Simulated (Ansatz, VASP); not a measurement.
# Tl: VASP beside Ansatz

INCAR

```
SYSTEM = Tl
PREC = Accurate
ENCUT = 520
EDIFF = 1E-6
ISMEAR = -1
SIGMA = 0.05
LREAL = .False.
LASPH = .True.
NELM = 60
ALGO = Normal
ISIF = 2
LWAVE = .False.
LCHARG = .False.
NBANDS = 12
```

KPOINTS

```
regular mesh
0
Gamma
  13 13 13
  0 0 0
```

POSCAR

```
Tl
1.0
   -1.9604100000      1.9410000000      1.9410000000
    1.9410000000     -1.9604100000      1.9410000000
    1.9410000000      1.9410000000     -1.9604100000
Tl
1
Direct
    0.0000000000      0.0000000000      0.0000000000
```

Input for Ansatz:

```yaml
crystal:
  lattice:
    - [-1.96041, 1.941, 1.941]
    - [1.941, -1.96041, 1.941]
    - [1.941, 1.941, -1.96041]
  atoms:
    - { symbol: Tl, position: [0.0, 0.0, 0.0] }
kpoints:
  mp_grid: { grid: [13, 13, 13] }
  band_path:
    path:
      - [0.0, 0.0, 0.0]
      - [0.0, 0.0, 0.5]
      - [-0.5, 0.5, 0.5]
      - [-0.7524689983, 0.2475310017, 0.2475310017]
      - [0.2475310017, 0.2475310017, 0.2475310017]
      - [0.0, 0.0, 0.0]
      - [-0.5, 0.0, 0.5]
    npoints: 5
scf:
  occupations: { method: fermi_dirac, width: 0.05 }
hamiltonian:
  xc: lda
  pseudopotentials: { kind: all_electron, lapw: { basis_error: 0.00025 } }
output:
  forces: true
  stress: true
  eigenvalues: true
```

Change from the starting cell: equal xy, yz and zx shear strains of -1 %.

Alike in both runs: task single point; functional LDA; k mesh 13 × 13 × 13; occupations fermi-dirac, width 0.05 eV; no spin polarisation.

|  | VASP | Ansatz |
| --- | --- | --- |
| version | VASP 6.6.1 | Ansatz 0.2.0 |
| potentials or method | VASP PAW LDA potentials, release 64 (Tl_d), cutoff 520 eV | all-electron LAPW, scalar-relativistic |

Ansatz gave:

- pressure (GPa): -2.5
- traceless stress, the component that is largest in VASP (GPa): 0.06

Problem. Which values does VASP return?

Solution. Pressure (GPa): -2.4; traceless stress, the component that is largest in VASP (GPa): 0.06.

LDA's correlation is that of Perdew and Zunger in VASP and of Perdew and Wang (1992) in Ansatz. Ansatz ran all-electron here, and VASP with PAW potentials.

Spin-orbit coupling is off throughout.
